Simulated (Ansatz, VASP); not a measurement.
Mg3Sn2N2 in VASP and in Ansatz

```
Mg Sn N
1.0
     3.25979    0.00000    0.00000
    -1.62989    2.82306    0.00000
     0.00000    0.00000   13.21902
Mg Sn N
3 2 2
Direct
  0.00000 0.00000 0.00000
  0.66667 0.33333 0.16470
  0.33333 0.66667 0.83530
  0.00000 0.00000 0.38484
  0.00000 0.00000 0.61516
  0.66667 0.33333 0.89791
  0.33333 0.66667 0.10209
```

Alike in both runs: functional PBE; k mesh 6 × 6 × 2; occupations gaussian, width 0.2 eV; no spin polarisation.

Ansatz relaxed the structure, and its values are those at the end. VASP's run is a single point on that final structure, the one shown.

|  | VASP | Ansatz |
| --- | --- | --- |
| version | VASP 6.6.1 | Ansatz 0.2.0 |
| potentials or method | VASP PAW PBE potentials, release 64 (Mg, Sn_d, N), cutoff 520 eV | scalar-relativistic, plane waves, PAW |
| valence electrons in the cell | 44 | 68 |

|  | VASP | Ansatz | Ansatz less VASP |
| --- | --- | --- | --- |
| gap on the k mesh at the Fermi level (eV) | none | none | - |
| pressure (GPa) | -0.3 | -0.1 | +0.20 |
| rms of the force components (eV/Å) | 0.011 | 0.005 | -0.0061 |

A gap of «none» marks a metal or a gap that the smearing closes. VASP's potentials hold 44 valence electrons a cell and Ansatz's 68, so a difference there can come from the potentials and not from the codes.

The k mesh is coarse, so the values compare programs but aren't converged.
